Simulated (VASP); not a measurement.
# InP2N3 (C2/m) in VASP: single point with PBE

Aim: the single point of InP2N3 with PBE.

Everything below comes from runs of VASP 6.6.1. Logs are shortened: lines on timing, memory, paths and dates and some standing lists are left out, and cuts for length are marked.

## (1) The cell of the first run

Symmetry: C2/m, No. 12, monoclinic system. The conventional cell has a = 5.853 Å, b = 3.430 Å, c = 8.465 Å, α = 90.00°, β = 90.42°, γ = 90.00°. In (site symmetry 2/m) has 6 N at 2.34 to 2.37 Å within 3.1 Å. Within 3.2 Å of P (site symmetry m) lie 6 N at 2.43 to 2.47 Å. N (site symmetry 2/m) has 6 P at 2.43 to 2.46 Å within 3.2 Å. N (site symmetry m) has 3 In at 2.34 to 2.37 Å and 3 P at 2.44 to 2.47 Å within 3.1 Å.

## (2) Single point, PBE

INCAR reads:

```
SYSTEM = InP2N3
  ALGO = Normal
  EDIFF = 1E-6
  ENCUT = 520
  GGA = PE
  ISIF = 2
  ISMEAR = 0
  LASPH = .TRUE.
  LCHARG = .FALSE.
  LREAL = .FALSE.
  LWAVE = .FALSE.
  NBANDS = 28
  NELM = 80
  PREC = Accurate
  SIGMA = 0.1
```

KPOINTS reads:

```
k-points
0
G
  6 6 2
  0 0 0
```

POSCAR reads:

```
InP2N3
1.0
    2.9264011200     -1.7147540900      0.0000000000
    2.9264011200      1.7147540900      0.0000000000
   -0.0627834100      0.0000000000      8.4647447300
In P N
1 2 3
Direct
    0.5000000000      0.5000000000      0.5000000000
    0.1610532300      0.1610532300      0.1710066900
    0.8389467700      0.8389467700      0.8289933100
    0.5000000000      0.5000000000      0.0000000000
    0.1692024500      0.1692024500      0.6545677800
    0.8307975500      0.8307975500      0.3454322200
```

Potentials or basis: VASP PAW PBE potentials, release 64 (In_d, P, N).

The run is started by

```bash
$ cat potpaw_PBE.64/In_d/POTCAR potpaw_PBE.64/P/POTCAR potpaw_PBE.64/N/POTCAR > POTCAR
$ mpirun -np 1 vasp_std > vasp.out
```

OUTCAR:

```text
SYSTEM = InP2N3
   EDIFF = 1E-6
   ENCUT = 520
   GGA = PE
   ISIF = 2
   ISMEAR = 0
   LASPH = .TRUE.
   LREAL = .FALSE.
   NELM = 80
   PREC = Accurate

 ion  position               nearest neighbor table
   1  0.500  0.500  0.500-   5 2.34   6 2.34   5 2.37   5 2.37   6 2.37   6 2.37   2 3.41   3 3.41
                             3 3.41   2 3.41   3 3.41   2 3.41
   2  0.161  0.161  0.171-   1 3.41   1 3.41   1 3.41
   3  0.839  0.839  0.829-   1 3.41   1 3.41   1 3.41
   4  0.500  0.500  0.000-
   5  0.169  0.169  0.655-   1 2.34   1 2.37   1 2.37
   6  0.831  0.831  0.345-   1 2.34   1 2.37   1 2.37

  LATTYP: Found a base centered monoclinic cell.
 ALAT       =     5.8528022400
 B/A-ratio  =     0.5859600307
 C/A-ratio  =     1.4463119056
 COS(beta)  =    -0.0074168431

  Lattice vectors:

 A1 = (   2.9264011200,  -1.7147540900,   0.0000000000)
 A2 = (   2.9264011200,   1.7147540900,   0.0000000000)
 A3 = (  -0.0627834100,   0.0000000000,   8.4647447300)

Analysis of symmetry for initial positions (statically):
=====================================================================
 Subroutine PRICEL returns:
 Original cell was already a primitive cell.

 Routine SETGRP: Setting up the symmetry group for a
 base centered monoclinic supercell.

 Subroutine GETGRP returns: Found  4 space group operations
 (whereof  4 operations were pure point group operations)
 out of a pool of  4 trial point group operations.

The static configuration has the point symmetry C_2h.

Analysis of symmetry for dynamics (positions and initial velocities):
=====================================================================
 Subroutine PRICEL returns:
 Original cell was already a primitive cell.

 Routine SETGRP: Setting up the symmetry group for a
 base centered monoclinic supercell.

 Subroutine GETGRP returns: Found  4 space group operations
 (whereof  4 operations were pure point group operations)
 out of a pool of  4 trial point group operations.

The dynamic configuration has the point symmetry C_2h.

 Subroutine INISYM returns: Found  4 space group operations
 (whereof  4 operations are pure point group operations),
 and found     1 'primitive' translations

----------------------------------------------------------------------------------------

[... 101 lines left out ...]
   LREAL  =      F    real-space projection
   EDIFFG = 0.1E-04   stopping-criterion for IOM
   NSW    =      0    number of steps for IOM
   IBRION =     -1    ionic relax: 0-MD 1-quasi-New 2-CG
   NFREE  =      0    steps in history (QN), initial steepest desc. (CG)
   ISIF   =      2    stress and relaxation
   ISYM   =      2    0-nonsym 1-usesym 2-fastsym
   POTIM  = 0.5000    time-step for ionic-motion
   TEBEG  =    0.0;   TEEND  =   0.0 temperature during run
   PSTRESS=    0.0 pullay stress
   NELECT =      38.0000    total number of electrons
   NUPDOWN=      -1.0000    fix difference up-down
   EMIN   =  10.00;   EMAX   =-10.00  energy-range for DOS
   EFERMI =   0.00;   METHOD = LEGACY
   ISMEAR =     0;   SIGMA  =   0.10  broadening in eV -4-tet -1-fermi 0-gaus
   EFERMI_NEDOS =   21; number of points for ismear=-14 and -15
   IALGO  =     38    algorithm
   IMIX   =      4    mixing-type and parameters
     AMIX     =   0.40;   BMIX     =  1.00
     AMIX_MAG =   1.60;   BMIX_MAG =  1.00
  volume/ion in A,a.u.               =      14.16        95.55
  Fermi-wavevector in a.u.,A,eV,Ry     =   1.252015  2.365965 21.327695  1.567541
  Thomas-Fermi vector in A             =   2.385935
   LORBIT       =      0    0 simple, 1 ext, 2 COOP (PROOUT), +10 PAW based schemes
   GGA     = PE    functional components
   LHFCALC =     F    Hartree Fock is set to
   AEXX    =    0.0000 exact exchange contribution
   IVDW    =     0    specifies the selected vdW correction
   LEPSILON=     F    determine dielectric tensor
   LRPA    =     F    only Hartree local field effects (RPA)
 non-spin polarized calculation
 Gauss-broadening in eV      SIGMA  =   0.10
  energy-cutoff  :      520.00
  volume of cell :       84.95
 maximum number of plane-waves:      2308
 NGX is ok and might be reduce to    28
   NGX = 13   NGY = 13   NGZ = 31

 number of electron      38.0000005 magnetization

 Free energy of the ion-electron system (eV)
  ---------------------------------------------------
  ext. energy  EPLUGINS =         0.00000000
  ---------------------------------------------------
  free energy    TOTEN  =       -30.90641435 eV

  energy without entropy =      -30.90553993  energy(sigma->0) =      -30.90597714

 E-fermi :   6.0813     XC(G=0): -10.8235

 val. band max:        5.9190024043   @ k =   0.1667   0.0000   0.5000
 cond. band min:       6.2025149491   @ k =  -0.3333   0.3333   0.0000
 fundamental gap:      0.2835125447
 Fermi energy:         6.0812568437

 k-point     1 :       0.0000    0.0000    0.0000
  band No.  band energies     occupation
      1      -9.4387      2.00000
      2      -8.1898      2.00000
      3      -8.1877      2.00000
      4      -7.9599      2.00000
      5      -7.9384      2.00000
      6      -7.7680      2.00000
[... 733 lines left out ...]
     27      12.3433      0.00000
     28      13.5431      0.00000

 [... further k-points ...]

------------------------ aborting loop because EDIFF is reached ----------------------------------------

  FORCE on cell =-STRESS in cart. coord.  units (eV):
  Direction    XX          YY          ZZ          XY          YZ          ZX
  --------------------------------------------------------------------------------------
  -------------------------------------------------------------------------------------
  Total       -9.2576008    -10.6006655    -13.2662966      0.0000000      0.0000000      0.2869556
  in kB     -174.5940621   -199.9236398   -250.1962073      0.0000000      0.0000000      5.4118504
  external PRESSURE =    -208.2379697 kB  Pullay stress =       0.0000000 kB

 VOLUME and BASIS-vectors are now :
 -----------------------------------------------------------------------------
  energy-cutoff  :      520.00
  volume of cell :       84.95
      direct lattice vectors                 reciprocal lattice vectors
     2.926401120 -1.714754090  0.000000000     0.170858327 -0.291587000  0.001267264
     2.926401120  1.714754090  0.000000000     0.170858327  0.291587000  0.001267264
    -0.062783410  0.000000000  8.464744730     0.000000000  0.000000000  0.118137053

 POSITION                                       TOTAL-FORCE (eV/Angst)
 -----------------------------------------------------------------------------------
      2.89501      0.00000      4.23237        -0.000000      0.000000      0.000000
      0.93188      0.00000      1.44753        -0.047204     -0.000000     -0.720969
      4.85814      0.00000      7.01722         0.047204     -0.000000      0.720969
      2.92640      0.00000      0.00000        -0.000000     -0.000000      0.000000
      0.94921      0.00000      5.54075        -0.117463     -0.000000      1.056589
      4.84081      0.00000      2.92400         0.117463     -0.000000     -1.056589
 -----------------------------------------------------------------------------------
    total drift:                                0.000000     -0.000000      0.000000

  FREE ENERGIE OF THE ION-ELECTRON SYSTEM (eV)
  ---------------------------------------------------
  free  energy   TOTEN  =       -30.9064143543 eV

  energy  without entropy=      -30.9055399302  energy(sigma->0) =      -30.90597714
```

Run time: 64 s. Hardware: 1 thread of Intel Xeon Platinum 8375C at 2.90GHz (Ice Lake), shared host; peak memory 0.24 GiB.

What came out:

| Property | Result |
| --- | --- |
| Free energy | -30.9064 eV |
| Pressure | -20.8 GPa |
| Largest force | 1.063 eV/Å |
| Band gap on the k mesh | 0.28 eV, indirect (least direct gap 0.50 eV) |

Forces on the atoms (eV/Å):
```
In   0.000  0.000  0.000
P   -0.047  0.000 -0.721
P    0.047  0.000  0.721
N    0.000  0.000  0.000
N   -0.117  0.000  1.057
N    0.117  0.000 -1.057
```

Caveat: spin-orbit coupling is left out, which moves the levels of the heavy elements; forces of over 1 eV/Å act on the atoms, so gaps and moduli don't describe the material at rest.
